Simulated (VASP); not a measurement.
# WC (P1) in VASP: notebook

WC is run at these levels: LDA; tasks: single point.

All numbers are computed with VASP 6.6.1; they aren't measurements. Logs are shortened: lines on timing, memory, paths and dates and some standing lists are left out, and cuts for length are marked.

## Step 1: The cell of the first run

The typed cell holds 16 atoms: a = 5.669 Å, b = 4.910 Å, c = 5.572 Å, α = 90.00°, β = 90.00°, γ = 90.00°.

## Step 2: Single point, LDA

File INCAR:

```
SYSTEM = WC
  PREC = Accurate
  ENCUT = 520
  EDIFF = 1E-6
  ISMEAR = -1
  SIGMA = 0.36
  LREAL = Auto
  LASPH = .True.
  NELM = 100
  ALGO = Normal
  ISIF = 2
  LWAVE = .False.
  LCHARG = .False.
  GGA = CA
  NBANDS = 86
```

File KPOINTS:

```
Automatic mesh
0
Gamma
  2 2 2
  0 0 0
```

File POSCAR:

```
WC
1.0
   -2.8347300000     -4.9098960000      0.0000000000
    4.2520950000     -2.4549480000      0.0000000000
    0.0000000000      0.0000000000      5.5724000000
W C
8 8
Direct
    0.7446822261      0.5079079952      0.0036070634
    0.7403259013      0.5068852042      0.5016509942
    0.4863433214      0.0285158266     -0.0386368531
    0.5047614819     -0.0047358971      0.4931806762
    0.2407558760      0.5037229658     -0.0110724284
    0.2434434877      0.5000585730      0.5141949609
    0.0341830877      0.0059734847     -0.0053298399
    0.0049442113      0.0318232552      0.4918527026
    0.4935933665      0.6447419270      0.2756980834
    0.5215517724      0.6825949222      0.7434498600
    0.2548722631      0.2050974991      0.2229021606
    0.2441440924      0.1924186978      0.7379046730
   -0.0188294208      0.7021535681      0.2295599742
    0.0474508258      0.7200239598      0.7162443471
    0.7470883377      0.1761234694      0.2509152250
    0.7543139718      0.1751551753      0.7475952911
```

Potentials or basis: VASP PAW LDA potentials, release 64 (W_sv, C).

The run is started by

```bash
cat potpaw_LDA.64/W_sv/POTCAR potpaw_LDA.64/C/POTCAR > POTCAR
mpirun -np 1 vasp_std > vasp.out
```

OUTCAR:

```text
SYSTEM = WC
   PREC = Accurate
   ENCUT = 520
   EDIFF = 1E-6
   ISMEAR = -1
   LREAL = Auto
   LASPH = .True.
   NELM = 100
   ISIF = 2
   GGA = CA

 ion  position               nearest neighbor table
   1  0.745  0.508  0.004-  13 2.07  10 2.11  15 2.13  16 2.17   9 2.19  14 2.57   2 2.78   3 2.78
                             2 2.80   5 2.81   5 2.86   7 2.95   3 2.96   7 2.96
   2  0.740  0.507  0.502-   9 2.00  10 2.02  16 2.13  15 2.14  13 2.25  14 2.36   4 2.75   8 2.77
                             1 2.78   1 2.80   6 2.82   4 2.85   6 2.85   8 2.98
   3  0.486  0.029  0.961-  12 2.02  16 2.06  10 2.10  11 2.14  15 2.31   7 2.57   9 2.57   4 2.62
                             5 2.72   1 2.78   5 2.93   1 2.96   4 2.97   7 3.11
   4  0.505  0.995  0.493-  10 2.08   9 2.11  15 2.12  16 2.19  12 2.23  11 2.31   3 2.62   2 2.75
                             8 2.84   8 2.84   2 2.85   6 2.85   6 2.89   3 2.97
   5  0.241  0.504  0.989-  11 1.96  12 2.07  14 2.15  13 2.22   9 2.26  10 2.28   6 2.65   7 2.71
                             3 2.72   7 2.73   1 2.81   1 2.86   6 2.93   3 2.93
   6  0.243  0.500  0.514-  14 1.92  12 1.96   9 2.07  11 2.18  10 2.22  13 2.39   5 2.65   8 2.67
                             2 2.82   4 2.85   2 2.85   4 2.89   5 2.93   8 2.94
   7  0.034  0.006  0.995-  13 2.01  11 2.03  12 2.07  14 2.09  16 2.26  15 2.32   3 2.57   5 2.71
                             5 2.73   8 2.78   8 2.81   1 2.95   1 2.96   3 3.11
   8  0.005  0.032  0.492-  14 1.99  12 2.08  15 2.11  16 2.13  13 2.19  11 2.23   6 2.67   2 2.77
                             7 2.78   7 2.81   4 2.84   4 2.84   6 2.94   2 2.98
   9  0.494  0.645  0.276-   2 2.00   6 2.07   4 2.11   1 2.19   5 2.26   3 2.57
  10  0.522  0.683  0.743-   2 2.02   4 2.08   3 2.10   1 2.11   6 2.22   5 2.28
  11  0.255  0.205  0.223-   5 1.96   7 2.03   3 2.14   6 2.18   8 2.23   4 2.31
  12  0.244  0.192  0.738-   6 1.96   3 2.02   5 2.07   7 2.07   8 2.08   4 2.23
  13  0.981  0.702  0.230-   7 2.01   1 2.07   8 2.19   5 2.22   2 2.25   6 2.39
  14  0.047  0.720  0.716-   6 1.92   8 1.99   7 2.09   5 2.15   2 2.36   1 2.57
  15  0.747  0.176  0.251-   8 2.11   4 2.12   1 2.13   2 2.14   3 2.31   7 2.32
  16  0.754  0.175  0.748-   3 2.06   2 2.13   8 2.13   1 2.17   4 2.19   7 2.26

  LATTYP: Found a simple orthorhombic cell.
 ALAT       =     4.9098962893
 B/A-ratio  =     1.1349323227
 C/A-ratio  =     1.1547004930

  Lattice vectors:

 A1 = (   4.2520950000,  -2.4549480000,   0.0000000000)
 A2 = (   0.0000000000,   0.0000000000,   5.5724000000)
 A3 = (  -2.8347300000,  -4.9098960000,   0.0000000000)

Analysis of symmetry for initial positions (statically):
=====================================================================
 Subroutine PRICEL returns:
 Original cell was already a primitive cell.

 Routine SETGRP: Setting up the symmetry group for a
 simple orthorhombic supercell.

 Subroutine GETGRP returns: Found  1 space group operations
 (whereof  1 operations were pure point group operations)
 out of a pool of  8 trial point group operations.
[... 140 lines left out ...]
   EFERMI =   0.00;   METHOD = LEGACY
   ISMEAR =    -1;   SIGMA  =   0.36  broadening in eV -4-tet -1-fermi 0-gaus
   EFERMI_NEDOS =   21; number of points for ismear=-14 and -15
   IALGO  =     38    algorithm
   IMIX   =      4    mixing-type and parameters
     AMIX     =   0.40;   BMIX     =  1.00
     AMIX_MAG =   1.60;   BMIX_MAG =  1.00
  volume/ion in A,a.u.               =       9.69        65.42
  Fermi-wavevector in a.u.,A,eV,Ry     =   1.597020  3.017929 34.701271  2.550472
  Thomas-Fermi vector in A             =   2.694691
   LORBIT       =      0    0 simple, 1 ext, 2 COOP (PROOUT), +10 PAW based schemes
   GGA     = CA    functional components
   LHFCALC =     F    Hartree Fock is set to
   AEXX    =    0.0000 exact exchange contribution
   IVDW    =     0    specifies the selected vdW correction
   LEPSILON=     F    determine dielectric tensor
   LRPA    =     F    only Hartree local field effects (RPA)
 non-spin polarized calculation
  energy-cutoff  :      520.00
  volume of cell :      155.12
 maximum number of plane-waves:      4210
   NGX = 21   NGY = 19   NGZ = 21

 number of electron     143.9999997 magnetization

 Free energy of the ion-electron system (eV)
  ---------------------------------------------------
  ext. energy  EPLUGINS =         0.00000000
  ---------------------------------------------------
  free energy    TOTEN  =      -191.98301736 eV

  energy without entropy =     -190.16534010  energy(sigma->0) =     -191.07417873

 E-fermi :  12.4442     XC(G=0): -14.3230

 val. band max:       12.4370490964   @ k =   0.0000   0.0000   0.5000
 cond. band min:      12.5068230926   @ k =   0.0000   0.0000   0.0000
 fundamental gap:      0.0697739963
 Fermi energy:        12.4441640528

 k-point     1 :       0.0000    0.0000    0.0000
  band No.  band energies     occupation
      1     -61.3543      2.00000
      2     -61.3045      2.00000
      3     -61.2628      2.00000
      4     -61.2421      2.00000
      5     -61.2022      2.00000
      6     -61.1360      2.00000
[... 685 lines left out ...]
     83      16.1596      0.00007
     84      16.2933      0.00005
 [bands above 84 left out]

------------------------ aborting loop because EDIFF is reached ----------------------------------------

  FORCE on cell =-STRESS in cart. coord.  units (eV):
  Direction    XX          YY          ZZ          XY          YZ          ZX
  --------------------------------------------------------------------------------------
  -------------------------------------------------------------------------------------
  Total       42.5131111     32.5009127     36.6001400     -3.2774858      4.0205446     -3.4094177
  in kB      439.1139137    335.6988602    378.0393929    -33.8528414     41.5278256    -35.2155535
  external PRESSURE =     384.2840556 kB  Pullay stress =       0.0000000 kB

 VOLUME and BASIS-vectors are now :
 -----------------------------------------------------------------------------
  energy-cutoff  :      520.00
  volume of cell :      155.12
      direct lattice vectors                 reciprocal lattice vectors
    -2.834730000 -4.909896000  0.000000000    -0.088191821 -0.152752726  0.000000000
     4.252095000 -2.454948000  0.000000000     0.176383641 -0.101835151  0.000000000
     0.000000000  0.000000000  5.572400000     0.000000000  0.000000000  0.179455890

 POSITION                                       TOTAL-FORCE (eV/Angst)
 -----------------------------------------------------------------------------------
      0.04870     -4.90320      0.02010         0.607807     -0.462367     -0.903382
      0.05670     -4.87930      2.79540        -1.398776     -3.225626     -0.697585
     -1.25740     -2.45790      5.35710        -4.513482     -2.521553      6.357865
      2.80110     -4.92165      2.74820         2.317649     -0.898255     -2.140253
      1.45940     -2.41870      5.51070         3.060128     -3.673021      1.444211
      1.43620     -2.42290      2.86530         1.198386     -2.921897     -6.188158
[... 8 lines left out ...]
     -1.36890     -4.10050      1.39820         0.074862      0.429151     -1.235013
     -1.39350     -4.13360      4.16590         0.128529     -0.828757     -0.286728
 -----------------------------------------------------------------------------------
    total drift:                               -0.002886     -0.000989      0.014969

  FREE ENERGIE OF THE ION-ELECTRON SYSTEM (eV)
  ---------------------------------------------------
  free  energy   TOTEN  =      -191.9830173562 eV

  energy  without entropy=     -190.1653401007  energy(sigma->0) =     -191.07417873
```

Wall time 2.5 min (1 thread of Intel Xeon Platinum 8488C (Sapphire Rapids), shared host); peak memory 0.25 GiB.

What came out:

```
Free energy            : -191.9830 eV
Pressure               : 38.4 GPa
Largest force          : 8.195 eV/Å
Band gap on the k mesh : zero (band 72 reaches 12.72 eV, above the bottom of band 73 at 12.18 eV)
```

Forces on the atoms (eV/Å):
```
W    0.608 -0.462 -0.903
W   -1.399 -3.226 -0.698
W   -4.513 -2.522  6.358
W    2.318 -0.898 -2.140
W    3.060 -3.673  1.444
W    1.198 -2.922 -6.188
W    4.825  5.226 -0.950
W   -0.859  1.351 -1.769
C    1.716 -0.284 -3.133
C    0.109  1.995  1.264
C   -2.873  1.512  2.992
C   -1.940 -0.267 -0.112
C   -2.820  0.260  1.989
C    0.366  4.309  3.368
C    0.075  0.429 -1.235
C    0.129 -0.829 -0.287
```

Caveat: the k points lie up to 0.64 Å⁻¹ apart; spin-orbit coupling is left out, which moves the levels of the heavy elements; forces of over 1 eV/Å act on the atoms, so gaps and moduli don't describe the material at rest.

## Step 3: Single point, LDA

File INCAR:

```
  ALGO = Normal
  EDIFF = 1E-6
  ENCUT = 520
  GGA = CA
  ISIF = 2
  ISMEAR = -1
  LASPH = T
  LCHARG = F
  LREAL = Auto
  LWAVE = F
  NBANDS = 86
  NELM = 60
  PREC = Accurate
  SIGMA = 0.36
```

File KPOINTS:

```
k-points
0
Gamma
  2 2 2
```

File POSCAR:

```
WC
1.0
   -2.8347300000     -4.9098960000      0.0000000000
    4.2520950000     -2.4549480000      0.0000000000
    0.0000000000      0.0000000000      5.5724000000
W C
8 8
Direct
    0.7335122242      0.5161947481      0.0120773814
    0.7307880502      0.4737398411      0.4740686239
    0.5266061277      0.0146718708     -0.0083088077
    0.5222351490      0.0219881362      0.5090984136
    0.2584550211      0.5162279305     -0.0351195176
    0.2416900761      0.5020175018      0.5020457971
   -0.0100893451     -0.0172151773     -0.0002691838
   -0.0030424124     -0.0200664420      0.4533594143
    0.4870378876      0.6574455442      0.2955997416
    0.5113567740      0.7200117561      0.7440420645
    0.2958323964      0.1749502231      0.2528712942
    0.2815888319      0.1695466139      0.7438087718
    0.0195325183      0.6139019508      0.2225073577
   -0.0167216651      0.6281606113      0.7415117364
    0.7452609583      0.1757048223      0.2201385399
    0.7768767035      0.1796845314      0.7410989879
```

Potentials or basis: VASP PAW LDA potentials, release 64 (W_sv, C).

The run is started by

```bash
cat potpaw_LDA.64/W_sv/POTCAR potpaw_LDA.64/C/POTCAR > POTCAR
mpirun -np 1 vasp_std > vasp.out
```

Wall time 2.9 min (1 thread of Intel Xeon Platinum 8488C (Sapphire Rapids), shared host); peak memory 0.25 GiB.

It converged, with:

| Item | Value |
| --- | --- |
| Free energy | -189.5729 eV |
| Pressure | 40.7 GPa |
| Largest force | 9.313 eV/Å |
| Band gap on the k mesh | zero (band 72 reaches 12.62 eV, above the bottom of band 73 at 12.35 eV) |

Forces in eV/Å, atoms in the order of the input:
```
W   -2.215 -1.003 -5.342
W    1.343 -7.556  5.277
W    2.289  4.676  0.635
W   -1.761  3.680 -3.694
W   -2.063  1.194  4.695
W   -1.609  0.980 -1.792
W   -0.591 -5.197 -3.619
W    0.298 -2.610  5.205
C    2.147 -1.719 -5.514
C   -4.007  3.007  0.262
C    1.601  3.262 -1.338
C    1.622  2.462  0.613
C    3.276  0.194  1.627
C    2.519 -1.301 -0.423
C   -2.317 -1.163  2.657
C   -0.531  1.094  0.753
```

Stress tensor (GPa, compression positive):
```
40.27  1.41 -3.78
 1.41 39.57 -2.52
-3.78 -2.52 42.20
```

Levels at points of the mesh, in eV from the Fermi level:
| k point | band 68 | band 69 | band 70 | band 71 | band 72 | band 73 | band 74 | band 75 | band 76 | band 77 |
| --- | --- | --- | --- | --- | --- | --- | --- | --- | --- | --- |
| (0.00, 0.00, 0.00) | -1.08 | -1.00 | -0.69 | -0.57 | -0.13 | 0.06 | 0.70 | 1.19 | 1.68 | 1.80 |
| (0.50, 0.00, 0.00) | -1.41 | -0.99 | -0.92 | -0.49 | 0.15 | 0.45 | 0.54 | 0.75 | 1.14 | 1.50 |
| (0.00, 0.50, 0.00) | -1.96 | -0.85 | -0.58 | -0.49 | 0.18 | 1.00 | 1.16 | 1.93 | 2.16 | 2.41 |
| (0.50, 0.50, 0.00) | -1.99 | -1.83 | -1.61 | -1.26 | -1.18 | 1.31 | 1.36 | 1.75 | 1.85 | 2.01 |
| (0.00, 0.00, 0.50) | -1.47 | -1.19 | -0.99 | -0.22 | -0.18 | 0.12 | 0.29 | 0.70 | 0.98 | 1.98 |
| (0.50, 0.00, 0.50) | -1.49 | -1.29 | -1.11 | -1.04 | -0.81 | -0.09 | 0.20 | 0.58 | 0.74 | 1.84 |
| (0.00, 0.50, 0.50) | -1.66 | -1.49 | -1.27 | -1.12 | -0.82 | 0.34 | 0.58 | 0.94 | 1.16 | 1.58 |
| (0.50, 0.50, 0.50) | -1.85 | -1.77 | -1.66 | -1.43 | -1.08 | 0.56 | 0.81 | 1.19 | 1.60 | 1.75 |

Caveat: the k points lie up to 0.64 Å⁻¹ apart; spin-orbit coupling is left out, which moves the levels of the heavy elements; forces of over 1 eV/Å act on the atoms, so gaps and moduli don't describe the material at rest.
